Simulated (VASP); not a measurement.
# TlPO2 (P-4m2) in VASP: a series of runs, part 2 of 2

VASP 6.6.1. The steps go on from the part before.

## (3) Relaxation of cell and atoms, PBE

This run uses another cell than the first one, of 14.26 Å³/atom, 0.801 times its volume.

The input, INCAR:

```
SYSTEM = TlPO2
ALGO = Normal
EDIFF = 1E-6
EDIFFG = -0.04
ENCUT = 600
GGA = PE
IBRION = 2
ISIF = 3
ISMEAR = 0
LASPH = .TRUE.
LCHARG = .FALSE.
LREAL = .FALSE.
LWAVE = .FALSE.
NELM = 100
NSW = 90
PREC = Accurate
SIGMA = 0.1
```

The input, KPOINTS:

```
k-points
0
G
  6 6 4
  0 0 0
```

The input, POSCAR:

```
TlPO2
1.0
    3.4338586900      0.0000000000      0.0000000000
    0.0000000000      3.4338586900      0.0000000000
    0.0000000000      0.0000000000      4.8364947200
Tl P O
1 1 2
Direct
    0.5000000000      0.5000000000      0.5000000000
    0.0000000000      0.0000000000      0.0000000000
    0.5000000000      0.0000000000      0.7382648000
    0.0000000000      0.5000000000      0.2617352000
```

Potentials or basis: VASP PAW PBE potentials, release 64 (Tl_d, P, O).

Run with:

```console
$ cat potpaw_PBE.64/Tl_d/POTCAR potpaw_PBE.64/P/POTCAR potpaw_PBE.64/O/POTCAR > POTCAR
$ mpirun -np 1 vasp_std > vasp.out
```

OUTCAR:

```text
SYSTEM = TlPO2
   EDIFF = 1E-6
   EDIFFG = -0.04
   ENCUT = 600
   GGA = PE
   IBRION = 2
   ISIF = 3
   ISMEAR = 0
   LASPH = .TRUE.
   LREAL = .FALSE.
   NELM = 100
   NSW = 90
   PREC = Accurate

 ion  position               nearest neighbor table
   1  0.500  0.500  0.500-   3 2.07   4 2.07   3 2.07   4 2.07   2 3.43   2 3.43   2 3.43   2 3.43
                             2 3.43   2 3.43   2 3.43   2 3.43
   2  0.000  0.000  0.000-   3 2.13   4 2.13   4 2.13   3 2.13   1 3.43   1 3.43   1 3.43   1 3.43
                             1 3.43   1 3.43   1 3.43   1 3.43
   3  0.500  0.000  0.738-   1 2.07   1 2.07   2 2.13   2 2.13
   4  0.000  0.500  0.262-   1 2.07   1 2.07   2 2.13   2 2.13

  LATTYP: Found a simple tetragonal cell.
 ALAT       =     3.4338586900
 C/A-ratio  =     1.4084722630

  Lattice vectors:

 A1 = (   3.4338586900,   0.0000000000,   0.0000000000)
 A2 = (   0.0000000000,   3.4338586900,   0.0000000000)
 A3 = (   0.0000000000,   0.0000000000,   4.8364947200)

Analysis of symmetry for initial positions (statically):
=====================================================================
 Subroutine PRICEL returns:
 Original cell was already a primitive cell.

 Routine SETGRP: Setting up the symmetry group for a
 simple tetragonal supercell.

 Subroutine GETGRP returns: Found  8 space group operations
 (whereof  8 operations were pure point group operations)
 out of a pool of 16 trial point group operations.

The static configuration has the point symmetry D_2d.

Analysis of symmetry for dynamics (positions and initial velocities):
=====================================================================
 Subroutine PRICEL returns:
 Original cell was already a primitive cell.

 Routine SETGRP: Setting up the symmetry group for a
 simple tetragonal supercell.

 Subroutine GETGRP returns: Found  8 space group operations
 (whereof  8 operations were pure point group operations)
[... 118 lines left out ...]
   NUPDOWN=      -1.0000    fix difference up-down
   EMIN   =  10.00;   EMAX   =-10.00  energy-range for DOS
   EFERMI =   0.00;   METHOD = LEGACY
   ISMEAR =     0;   SIGMA  =   0.10  broadening in eV -4-tet -1-fermi 0-gaus
   EFERMI_NEDOS =   21; number of points for ismear=-14 and -15
   IALGO  =     38    algorithm
   IMIX   =      4    mixing-type and parameters
     AMIX     =   0.40;   BMIX     =  1.00
     AMIX_MAG =   1.60;   BMIX_MAG =  1.00
  volume/ion in A,a.u.               =      14.26        96.21
  Fermi-wavevector in a.u.,A,eV,Ry     =   1.321549  2.497366 23.762477  1.746493
  Thomas-Fermi vector in A             =   2.451295
   LORBIT       =      0    0 simple, 1 ext, 2 COOP (PROOUT), +10 PAW based schemes
   GGA     = PE    functional components
   LHFCALC =     F    Hartree Fock is set to
   AEXX    =    0.0000 exact exchange contribution
   IVDW    =     0    specifies the selected vdW correction
   LEPSILON=     F    determine dielectric tensor
   LRPA    =     F    only Hartree local field effects (RPA)
 conjugate gradient relaxation of ions
 non-spin polarized calculation
 Gauss-broadening in eV      SIGMA  =   0.10
  energy-cutoff  :      600.00
  volume of cell :       57.03
 maximum number of plane-waves:      1922
 NGX is ok and might be reduce to    28
   NGX = 13   NGY = 13   NGZ = 19

--------------------------------------- Ionic step        1  -------------------------------------------

 number of electron      29.9999983 magnetization

 Free energy of the ion-electron system (eV)
  ---------------------------------------------------
  ext. energy  EPLUGINS =         0.00000000
  ---------------------------------------------------
  free energy    TOTEN  =       -16.02901038 eV

  energy without entropy =      -16.02139586  energy(sigma->0) =      -16.02520312

------------------------ aborting loop because EDIFF is reached ----------------------------------------

  FORCE on cell =-STRESS in cart. coord.  units (eV):
  Direction    XX          YY          ZZ          XY          YZ          ZX
  --------------------------------------------------------------------------------------
  -------------------------------------------------------------------------------------
  Total       10.9642625     10.9642625     10.0691888      0.0000000      0.0000000      0.0000000
  in kB      308.0310177    308.0310177    282.8847321      0.0000000      0.0000000      0.0000000
  external PRESSURE =     299.6489225 kB  Pullay stress =       0.0000000 kB
[... 1170 lines left out ...]
     18       8.1053      0.00000
     19       8.5424      0.00000

 [... further k-points ...]

[... ionic steps 4 to 8 ...]

--------------------------------------- Ionic step        9  -------------------------------------------

 number of electron      30.0000012 magnetization

------------------------ aborting loop because EDIFF is reached ----------------------------------------
[... 71 lines left out ...]
--------------------------------------- Ionic step       11  -------------------------------------------

 number of electron      30.0000000 magnetization

 Free energy of the ion-electron system (eV)
  ---------------------------------------------------
  ext. energy  EPLUGINS =         0.00000000
  ---------------------------------------------------
  free energy    TOTEN  =       -20.08796202 eV

  energy without entropy =      -20.08312743  energy(sigma->0) =      -20.08554472

 E-fermi :   5.4348     XC(G=0): -10.1750

 val. band max:        5.4289321102   @ k =   0.3333   0.3333   0.0000
 cond. band min:       5.8511480794   @ k =   0.3333   0.1667   0.5000
 fundamental gap:      0.4222159692
 Fermi energy:         5.4347998773
[... 559 lines left out ...]
  FREE ENERGIE OF THE ION-ELECTRON SYSTEM (eV)
  ---------------------------------------------------
  free  energy   TOTEN  =       -20.0879620161 eV

  energy  without entropy=      -20.0831274266  energy(sigma->0) =      -20.08554472

 reached required accuracy - stopping structural energy minimisation
```

OSZICAR:

```text
N       E                     dE             d eps       ncg     rms          rms(c)
DAV:   1     0.184057495813E+03    0.18406E+03   -0.17502E+04  1140   0.166E+03
[... 118 lines left out ...]
       N       E                     dE             d eps       ncg     rms          rms(c)
DAV:   1    -0.201047392824E+02   -0.18306E-01   -0.18316E+00  1140   0.113E+01    0.910E-01
DAV:   2    -0.200945571296E+02    0.10182E-01   -0.30775E-02  1252   0.146E+00    0.449E-01
DAV:   3    -0.200883797464E+02    0.61774E-02   -0.56662E-03  1168   0.674E-01    0.122E-01
DAV:   4    -0.200879628681E+02    0.41688E-03   -0.10560E-03  1233   0.267E-01    0.385E-02
DAV:   5    -0.200879610963E+02    0.17718E-05   -0.40533E-05  1212   0.531E-02    0.136E-02
DAV:   6    -0.200879620161E+02   -0.91982E-06   -0.63196E-06  1199   0.210E-02
  11 F= -.20087962E+02 E0= -.20085545E+02  d E =-.177332E-01
```

Wall time 1.8 min (1 thread of Intel Xeon 6975P-C (Granite Rapids), shared host); peak memory 0.21 GiB.

What came out:

| Item | Value |
| --- | --- |
| Free energy | -20.0880 eV |
| Relaxed volume | 16.01 Å³/atom |
| Relaxed cell | a = 3.514 Å, b = 3.514 Å, c = 5.186 Å, α = 90.00°, β = 90.00°, γ = 90.00° |
| Space group after relaxing (to 0.05 Å) | P-4m2 (No. 115) |
| Energy gained by relaxing | 1014.7 meV/atom |
| Ionic steps | 11 |
| Pressure after relaxing | 0.3 GPa |
| Largest force after relaxing | 0.013 eV/Å |
| Band gap on the k mesh | zero (band 15 reaches 5.43 eV, above the bottom of band 16 at 5.39 eV) |

Forces on the atoms (eV/Å):
```
Tl   0.000  0.000  0.000
P    0.000  0.000  0.000
O    0.000  0.000 -0.013
O    0.000  0.000  0.013
```

Step by step:
```tsv
step	energy change (eV)	largest force (eV/Å)	pressure (GPa)	volume (Å³)
1	0.0000	3.0918	29.96	57.03
2	-1.5137	1.8592	-8.08	81.99
3	-1.6285	2.0220	-3.29	74.78
4	-2.0807	1.9938	-2.72	73.40
5	-3.2782	1.5714	-1.84	69.34
6	-4.0099	0.1104	1.60	61.68
7	-4.0113	0.0959	1.85	61.43
8	-4.0380	0.0200	-2.13	65.37
9	-4.0412	0.0344	-1.22	64.34
10	-4.0574	0.0133	0.68	63.93
11	-4.0590	0.0135	0.27	64.04
```

Final structure:
```
Tl P O
1.0
     3.51401    0.00000    0.00000
     0.00000    3.51401    0.00000
     0.00000    0.00000    5.18593
Tl P O
1 1 2
Direct
  0.50000 0.50000 0.50000
  0.00000 0.00000 0.00000
  0.50000 0.00000 0.98247
  0.00000 0.50000 0.01753
```

Caveat: spin-orbit coupling is left out, which moves the levels of the heavy elements.
